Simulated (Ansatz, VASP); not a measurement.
Two plane-wave programs on Na2S

```xyz
3
Lattice="0.0000 3.2554 3.2554 3.2554 0.0000 3.2554 3.2554 3.2554 0.0000" Properties=species:S:1:pos:R:3 pbc="T T T"
Na    1.6277    1.6277    1.6277
Na    4.8831    4.8831    4.8831
S     0.0000    0.0000    0.0000
```

Alike in both runs: task single point; functional PBE-based screened hybrid; k mesh 4 × 4 × 4; no spin polarisation.

```csv
,VASP,Ansatz
version,VASP 6.6.1,Ansatz 0.2.0
potentials or method,"VASP PAW PBE potentials, release 64 (Na_pv, S)",plane waves
plane-wave cutoff (eV),400,420
occupations,"gaussian, width 0.01 eV",fixed
valence electrons in the cell,20,24
```

```tsv
	VASP	Ansatz	Ansatz less VASP
gap on the k mesh at the Fermi level (eV)	4.02	4.04	+0.027
pressure (GPa)	-0.6	-0.5	+0.13
```

VASP's potentials were made for PBE, not for PBE-based screened hybrid. VASP's potentials hold 20 valence electrons a cell and Ansatz's 24, so a difference there can come from the potentials and not from the codes. Ansatz's warnings: stress exchange threshold loose, stress scf threshold loose.
